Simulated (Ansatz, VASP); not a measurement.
## One calculation of Be, two programs

Contents of INCAR:

```
SYSTEM = Be
PREC     = Accurate       ! precision mode
ENCUT    = 520            ! plane-wave cutoff, eV
EDIFF    = 1E-8           ! SCF threshold, eV
ISMEAR   = -1             ! smearing method
SIGMA    = 0.03           ! smearing width, eV
LREAL    = .FALSE.        ! projectors in reciprocal space
LASPH    = .TRUE.         ! aspherical terms in the spheres
NELM     = 60             ! most SCF steps
ALGO     = Normal         ! electronic algorithm
ISIF     = 2              ! what is computed and relaxed
LWAVE    = .FALSE.        ! write WAVECAR
LCHARG   = .FALSE.        ! write CHGCAR
GGA      = PE             ! functional
LEFG     = .TRUE.       
NBANDS   = 7              ! bands
```

Contents of KPOINTS:

```
Automatic mesh
0
G
  23 23 23
  0 0 0
```

File POSCAR:

```
Be
1.0
   -1.2531209513      1.2531209513      1.2280585323
    1.2531209513     -1.2531209513      1.2280585323
    1.2531209513      1.2531209513     -1.2280585323
Be
1
Direct
    0.0000000000      0.0000000000      0.0000000000
```

Input for Ansatz:

```yaml
crystal:
  lattice:
    - [-1.2531209513, 1.2531209513, 1.2280585323]
    - [1.2531209513, -1.2531209513, 1.2280585323]
    - [1.2531209513, 1.2531209513, -1.2280585323]
  atoms:
    - { symbol: Be, position: [0.0, 0.0, 0.0] }
kpoints:
  mp_grid: { grid: [23, 23, 23] }
scf:
  occupations: { method: fermi_dirac, width: 0.03 }
hamiltonian:
  xc: pbe
  pseudopotentials: { kind: all_electron, datasets: crystal }
output:
  forces: true
  stress: true
  eigenvalues: true
  efg: { contact_densities: true }
```

Change from the starting cell: zz strain of -2 %, crystal datasets.

Alike in both runs: task electric field gradients; functional PBE; k mesh 23 × 23 × 23; occupations fermi-dirac, width 0.03 eV; no spin polarisation.

```csv
,VASP,Ansatz
version,VASP 6.6.1,Ansatz 0.2.0
potentials or method,"VASP PAW PBE potentials, release 64 (Be), cutoff 520 eV","all-electron PAW with datasets made for the crystal, scalar-relativistic"
```

Ansatz gave:

| Item | Value |
| --- | --- |
| pressure (GPa) | 1.7 |
| traceless stress, the component that is largest in VASP (GPa) | 0.17 |
| size of Vzz on the site where it differs most (V/Å²) | 0.2 |

**Question.** Estimate VASP's values.

**Answer.** Pressure (GPa): 1.9; traceless stress, the component that is largest in VASP (GPa): 0.17; size of Vzz on the site where it differs most (V/Å²): 0.2.

Ansatz ran all-electron here, and VASP with PAW potentials.
